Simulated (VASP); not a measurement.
# TiRh3 (P4/mmm) in VASP: further runs

The runs below take TiRh3 through single point, with LDA.

Everything below comes from runs of VASP 6.6.1. Logs are shortened: lines on timing, memory, paths and dates and some standing lists are left out, and cuts for length are marked.

## Step 1: The cell of the first run

The structure is tetragonal, space group P4/mmm (No. 123). The conventional cell has a = 3.822 Å, b = 3.822 Å, c = 3.746 Å, α = 90.00°, β = 90.00°, γ = 90.00°. Ti (site symmetry 4/mmm) has 12 Rh at 2.68 to 2.70 Å within 3.5 Å. Rh (site symmetry mmm) has 4 Ti at 2.68 Å and 8 Rh at 2.68 to 2.70 Å within 3.5 Å. Within 3.5 Å of Rh (site symmetry 4/mmm) lie 8 Rh at 2.68 Å and 4 Ti at 2.70 Å.

## Step 2: Single point, LDA (zz strain of -2 %)

Input file INCAR:

```
SYSTEM = TiRh3
ALGO = Normal ; EDIFF = 1E-6
ENCUT = 520 ; ISIF = 2
ISMEAR = -1 ; LASPH = .TRUE.
LCHARG = .TRUE. ; LELF = .TRUE.
LREAL = .FALSE. ; LVHAR = .TRUE.
LWAVE = .FALSE. ; NBANDS = 36
NELM = 60 ; PREC = Accurate
SIGMA = 0.03
```

Input file KPOINTS:

```
k-points
0
G
  10 10 10
  0 0 0
```

Input file POSCAR:

```
TiRh3
1.0
    3.8220000000      0.0000000000      0.0000000000
    0.0000000000      3.8220000000      0.0000000000
    0.0000000000      0.0000000000      3.7455600000
Ti Rh
1 3
Direct
    0.0000000000      0.0000000000      0.0000000000
    0.0000000000      0.5000000000      0.5000000000
    0.5000000000      0.0000000000      0.5000000000
    0.5000000000      0.5000000000      0.0000000000
```

Potentials or basis: VASP PAW LDA potentials, release 64 (Ti_sv, Rh_pv).

On the command line:

```sh
$ cat potpaw_LDA.64/Ti_sv/POTCAR potpaw_LDA.64/Rh_pv/POTCAR > POTCAR
$ mpirun -np 1 vasp_std > vasp.out
```

OUTCAR:

```text
SYSTEM = TiRh3
   EDIFF = 1E-6
   ENCUT = 520
   ISIF = 2
   ISMEAR = -1
   LASPH = .TRUE.
   LREAL = .FALSE.
   NELM = 60
   PREC = Accurate

 ion  position               nearest neighbor table
   1  0.000  0.000  0.000-   2 2.68   3 2.68   2 2.68   3 2.68   2 2.68   2 2.68   3 2.68   3 2.68
                             4 2.70   4 2.70   4 2.70   4 2.70
   2  0.000  0.500  0.500-   1 2.68   4 2.68   1 2.68   4 2.68   1 2.68   1 2.68   4 2.68   4 2.68
                             3 2.70   3 2.70   3 2.70   3 2.70
   3  0.500  0.000  0.500-   1 2.68   4 2.68   1 2.68   4 2.68   4 2.68   4 2.68   1 2.68   1 2.68
                             2 2.70   2 2.70   2 2.70   2 2.70
   4  0.500  0.500  0.000-   2 2.68   3 2.68   2 2.68   3 2.68   3 2.68   3 2.68   2 2.68   2 2.68
                             1 2.70   1 2.70   1 2.70   1 2.70

  LATTYP: Found a simple tetragonal cell.
 ALAT       =     3.8220000000
 C/A-ratio  =     0.9800000000

  Lattice vectors:

 A1 = (   3.8220000000,   0.0000000000,   0.0000000000)
 A2 = (   0.0000000000,   3.8220000000,   0.0000000000)
 A3 = (   0.0000000000,   0.0000000000,   3.7455600000)

Analysis of symmetry for initial positions (statically):
=====================================================================
 Subroutine PRICEL returns:
 Original cell was already a primitive cell.

 Routine SETGRP: Setting up the symmetry group for a
 simple tetragonal supercell.

 Subroutine GETGRP returns: Found 16 space group operations
 (whereof 16 operations were pure point group operations)
 out of a pool of 16 trial point group operations.

The static configuration has the point symmetry D_4h.

Analysis of symmetry for dynamics (positions and initial velocities):
=====================================================================
 Subroutine PRICEL returns:
 Original cell was already a primitive cell.

 Routine SETGRP: Setting up the symmetry group for a
 simple tetragonal supercell.

 Subroutine GETGRP returns: Found 16 space group operations
 (whereof 16 operations were pure point group operations)
 out of a pool of 16 trial point group operations.

The dynamic configuration has the point symmetry D_4h.

 Subroutine INISYM returns: Found 16 space group operations
 (whereof 16 operations are pure point group operations),
 and found     1 'primitive' translations

----------------------------------------------------------------------------------------

                                     Primitive cell

  volume of cell :      54.7140

  direct lattice vectors                    reciprocal lattice vectors
     3.822000000  0.000000000  0.000000000     0.261643119  0.000000000  0.000000000
     0.000000000  3.822000000  0.000000000     0.000000000  0.261643119  0.000000000
     0.000000000  0.000000000  3.745560000     0.000000000  0.000000000  0.266982774

  length of vectors
     3.822000000  3.822000000  3.745560000     0.261643119  0.261643119  0.266982774

  position of ions in fractional coordinates (direct lattice)
     0.000000000  0.000000000  0.000000000
     0.000000000  0.500000000  0.500000000
     0.500000000  0.000000000  0.500000000
     0.500000000  0.500000000  0.000000000

  ion indices of the primitive-cell ions
   primitive index   ion index
                 1           1
                 2           2
                 3           3
                 4           4

----------------------------------------------------------------------------------------

 KPOINTS: k-points

Automatic generation of k-mesh.
 Grid dimensions read from file:
 generate k-points for:   10   10   10

 Generating k-lattice:

  Cartesian coordinates                     Fractional coordinates (reciprocal lattice)
     0.026164312  0.000000000  0.000000000     0.100000000  0.000000000  0.000000000
     0.000000000  0.026164312  0.000000000     0.000000000  0.100000000  0.000000000
     0.000000000  0.000000000  0.026698277     0.000000000  0.000000000  0.100000000

  Length of vectors
     0.026164312  0.026164312  0.026698277

  Shift w.r.t. Gamma in fractional coordinates (k-lattice)
     0.000000000  0.000000000  0.000000000

 Subroutine IBZKPT returns following result:
 ===========================================

 Found    126 irreducible k-points:

 Following reciprocal coordinates:
            Coordinates               Weight
  0.000000  0.000000  0.000000      1.000000
  0.100000  0.000000  0.000000      4.000000
  0.200000  0.000000  0.000000      4.000000
  0.300000  0.000000  0.000000      4.000000
  0.400000  0.000000  0.000000      4.000000
  0.500000  0.000000  0.000000      2.000000
[... 16 lines left out ...]
  0.100000  0.000000  0.100000      8.000000
  0.200000  0.000000  0.100000      8.000000
 [... further k-points ...]
   k-points           NKPTS =    126   k-points in BZ     NKDIM =    126   number of bands    NBANDS=     36
   number of dos      NEDOS =    301   number of ions     NIONS =      4
   total plane-waves  NPLWV =  21952
   dimension x,y,z NGX =    28 NGY =   28 NGZ =   28
   dimension x,y,z NGXF=    56 NGYF=   56 NGZF=   56
   ions per type =               1   3
   NGX,Y,Z   is equivalent  to a cutoff of  12.18, 12.18, 12.43 a.u.
   NGXF,Y,Z  is equivalent  to a cutoff of  24.36, 24.36, 24.86 a.u.
 SYSTEM =  TiRh3
   PREC   = accura    normal or accurate (medium, high low for compatibility)
   ISTART =      0    job   : 0-new  1-cont  2-samecut
   ICHARG =      2    charge: 1-file 2-atom 10-const
   ISPIN  =      1    spin polarized calculation?
   LNONCOLLINEAR =      F non collinear calculations
   LSORBIT =      F    spin-orbit coupling
   LASPH  =      T    aspherical Exc in radial PAW
   ENCUT  =  520.0 eV  38.22 Ry    6.18 a.u.   7.11  7.11  6.96*2*pi/ulx,y,z
   NELM   =     60;   NELMIN=  2; NELMDL= -5     # of ELM steps
   EDIFF  = 0.1E-05   stopping-criterion for ELM
   LREAL  =      F    real-space projection
   EDIFFG = 0.1E-04   stopping-criterion for IOM
   NSW    =      0    number of steps for IOM
   IBRION =     -1    ionic relax: 0-MD 1-quasi-New 2-CG
   NFREE  =      0    steps in history (QN), initial steepest desc. (CG)
   ISIF   =      2    stress and relaxation
   ISYM   =      2    0-nonsym 1-usesym 2-fastsym
   POTIM  = 0.5000    time-step for ionic-motion
   TEBEG  =    0.0;   TEEND  =   0.0 temperature during run
   PSTRESS=    0.0 pullay stress
   NELECT =      57.0000    total number of electrons
   NUPDOWN=      -1.0000    fix difference up-down
   EMIN   =  10.00;   EMAX   =-10.00  energy-range for DOS
   EFERMI =   0.00;   METHOD = LEGACY
   ISMEAR =    -1;   SIGMA  =   0.03  broadening in eV -4-tet -1-fermi 0-gaus
   EFERMI_NEDOS =   21; number of points for ismear=-14 and -15
   IALGO  =     38    algorithm
   IMIX   =      4    mixing-type and parameters
     AMIX     =   0.40;   BMIX     =  1.00
     AMIX_MAG =   1.60;   BMIX_MAG =  1.00
  volume/ion in A,a.u.               =      13.68        92.31
  Fermi-wavevector in a.u.,A,eV,Ry     =   1.659588  3.136167 37.473627  2.754234
  Thomas-Fermi vector in A             =   2.746971
   LORBIT       =      0    0 simple, 1 ext, 2 COOP (PROOUT), +10 PAW based schemes
   GGA     = CA    functional components
   LHFCALC =     F    Hartree Fock is set to
   AEXX    =    0.0000 exact exchange contribution
   IVDW    =     0    specifies the selected vdW correction
   LEPSILON=     F    determine dielectric tensor
   LRPA    =     F    only Hartree local field effects (RPA)
 non-spin polarized calculation
  energy-cutoff  :      520.00
  volume of cell :       54.71
 maximum number of plane-waves:      1492
   NGX = 15   NGY = 15   NGZ = 13

 number of electron      57.0000038 magnetization

 Free energy of the ion-electron system (eV)
  ---------------------------------------------------
  ext. energy  EPLUGINS =         0.00000000
  ---------------------------------------------------
  free energy    TOTEN  =       -37.19373198 eV

  energy without entropy =      -37.18239378  energy(sigma->0) =      -37.18806288

 E-fermi :  11.3278     XC(G=0): -14.0337

 val. band max:       11.3277018185   @ k =   0.4000   0.0000   0.3000
 cond. band min:      11.3351279792   @ k =   0.4000   0.0000   0.2000
 fundamental gap:      0.0074261607
 Fermi energy:        11.3278086704

 k-point     1 :       0.0000    0.0000    0.0000
  band No.  band energies     occupation
      1     -44.8564      2.00000
      2     -35.0348      2.00000
      3     -35.0348      2.00000
      4     -35.0319      2.00000
      5     -34.7294      2.00000
      6     -34.7190      2.00000
[... 28 lines left out ...]
     35      14.8796      0.00000
     36      14.8796      0.00000

 k-point     2 :       0.1000    0.0000    0.0000
  band No.  band energies     occupation
      1     -44.8566      2.00000
      2     -35.0279      2.00000
      3     -35.0246      2.00000
      4     -35.0228      2.00000
      5     -34.7315      2.00000
      6     -34.7221      2.00000
[... 28 lines left out ...]
     35      14.7874      0.00000
     36      15.8610      0.00000

 k-point     3 :       0.2000    0.0000    0.0000
  band No.  band energies     occupation
      1     -44.8570      2.00000
      2     -35.0085      2.00000
      3     -35.0043      2.00000
      4     -34.9878      2.00000
      5     -34.7380      2.00000
      6     -34.7317      2.00000
[... 28 lines left out ...]
     35      14.7775      0.00000
     36      17.1648      0.00000
[... 742 lines left out ...]
 k-point    23 :       0.1000    0.0000    0.1000
  band No.  band energies     occupation
      1     -44.8567      2.00000
      2     -35.0290      2.00000
      3     -35.0201      2.00000
      4     -35.0000      2.00000
      5     -34.7390      2.00000
      6     -34.7232      2.00000
[... 28 lines left out ...]
     35      15.3481      0.00000
     36      15.8818      0.00000

 k-point    24 :       0.2000    0.0000    0.1000
  band No.  band energies     occupation
      1     -44.8570      2.00000
      2     -35.0162      2.00000
      3     -35.0005      2.00000
      4     -34.9613      2.00000
      5     -34.7550      2.00000
      6     -34.7322      2.00000
[... 28 lines left out ...]
     35      14.6452      0.00000
     36      17.0050      0.00000

 [... further k-points ...]

------------------------ aborting loop because EDIFF is reached ----------------------------------------

  FORCE on cell =-STRESS in cart. coord.  units (eV):
  Direction    XX          YY          ZZ          XY          YZ          ZX
  --------------------------------------------------------------------------------------
  -------------------------------------------------------------------------------------
  Total       -2.0338839     -2.0338839     -0.6882173      0.0000000      0.0000000      0.0000000
  in kB      -59.5577950    -59.5577950    -20.1529225      0.0000000      0.0000000      0.0000000
  external PRESSURE =     -46.4228375 kB  Pullay stress =       0.0000000 kB

 VOLUME and BASIS-vectors are now :
 -----------------------------------------------------------------------------
  energy-cutoff  :      520.00
  volume of cell :       54.71
      direct lattice vectors                 reciprocal lattice vectors
     3.822000000  0.000000000  0.000000000     0.261643119  0.000000000  0.000000000
     0.000000000  3.822000000  0.000000000     0.000000000  0.261643119  0.000000000
     0.000000000  0.000000000  3.745560000     0.000000000  0.000000000  0.266982774

 POSITION                                       TOTAL-FORCE (eV/Angst)
 -----------------------------------------------------------------------------------
      0.00000      0.00000      0.00000         0.000000      0.000000      0.000000
      0.00000      1.91100      1.87278         0.000000      0.000000      0.000000
      1.91100      0.00000      1.87278         0.000000      0.000000      0.000000
      1.91100      1.91100      0.00000         0.000000      0.000000      0.000000
 -----------------------------------------------------------------------------------
    total drift:                                0.000000      0.000000      0.000000

  FREE ENERGIE OF THE ION-ELECTRON SYSTEM (eV)
  ---------------------------------------------------
  free  energy   TOTEN  =       -37.1937319811 eV

  energy  without entropy=      -37.1823937844  energy(sigma->0) =      -37.18806288
```

It took 84 s on 1 thread of Intel Xeon 6975P-C (Granite Rapids), shared host; peak memory 0.3 GiB.

Results:

| Quantity | Value |
| --- | --- |
| Free energy | -37.1937 eV |
| Pressure | -4.6 GPa |
| Band gap on the k mesh | zero (an odd number of electrons rules out a gap without spin polarisation) |

Levels at points of the mesh, in eV from the Fermi level:
| k point | band 26 | band 27 | band 28 | band 29 | band 30 | band 31 | band 32 | band 33 |
| --- | --- | --- | --- | --- | --- | --- | --- | --- |
| (0.00, 0.00, 0.00) | 0.88 | 1.26 | 1.42 | 1.42 | 2.73 | 2.76 | 3.35 | 3.46 |
| (0.50, 0.00, 0.00) | -1.11 | -1.06 | -0.94 | 0.16 | 1.11 | 1.12 | 1.43 | 1.71 |
| (0.50, 0.50, 0.00) | -1.59 | -1.59 | -1.18 | -0.83 | -0.80 | 1.46 | 1.46 | 1.56 |
| (0.00, 0.00, 0.50) | -1.18 | -1.14 | -0.89 | 0.04 | 1.03 | 1.03 | 1.26 | 1.83 |
| (0.50, 0.00, 0.50) | -1.53 | -1.51 | -1.15 | -0.75 | -0.71 | 1.49 | 1.52 | 1.63 |
| (0.50, 0.50, 0.50) | 0.90 | 0.90 | 0.99 | 1.03 | 1.16 | 1.16 | 1.16 | 2.62 |

Caveat: the cell differs from its parent crystal (zz strain of -2 %); the cell stands under tension.

## Step 3: Single point, LDA (zz strain of -1 %)

Input file INCAR:

```
PREC = Accurate
ENCUT = 520
EDIFF = 1E-6
ISMEAR = -1
SIGMA = 0.03
LREAL = False
LASPH = True
NELM = 80
ALGO = Normal
ISIF = 2
LWAVE = False
LCHARG = False
NBANDS = 36
```

Input file KPOINTS:

```
regular mesh
0
Gamma
  10 10 10
```

Edit POSCAR of step 2 so:

```diff
@@ -4,3 +4,3 @@
     0.0000000000      3.8220000000      0.0000000000
-    0.0000000000      0.0000000000      3.7455600000
+    0.0000000000      0.0000000000      3.7837800000
 Ti Rh
```

Potentials or basis: VASP PAW LDA potentials, release 64 (Ti_sv, Rh_pv).

On the command line:

```sh
$ cat potpaw_LDA.64/Ti_sv/POTCAR potpaw_LDA.64/Rh_pv/POTCAR > POTCAR
$ mpirun -np 1 vasp_std > vasp.out
```

It took 96 s on 1 thread of Intel Xeon 6975P-C (Granite Rapids), shared host; peak memory 0.29 GiB.

It converged, with:

```yaml
Free_energy: -37.1801 eV
Pressure: -7.2 GPa
Band_gap_on_the_k_mesh: zero (an odd number of electrons rules out a gap without spin polarisation)
```

Stress tensor (GPa, compression positive):
```
-7.83  0.00  0.00
 0.00 -7.83  0.00
 0.00  0.00 -5.92
```

Levels at points of the mesh, in eV from the Fermi level:
```
           k point  band 27  band 28  band 29  band 30  band 31  band 32
(0.00, 0.00, 0.00)     1.29     1.37     1.37     2.70     2.72     3.34
(0.50, 0.00, 0.00)    -1.07    -0.91     0.14     1.09     1.10     1.38
(0.50, 0.50, 0.00)    -1.54    -1.15    -0.79    -0.76     1.47     1.47
(0.00, 0.00, 0.50)    -1.13    -0.89     0.08     1.05     1.05     1.30
(0.50, 0.00, 0.50)    -1.50    -1.13    -0.75    -0.71     1.48     1.49
(0.50, 0.50, 0.50)     0.90     0.94     1.03     1.15     1.15     1.15
```

Caveat: the cell differs from its parent crystal (zz strain of -1 %); the cell stands under tension.
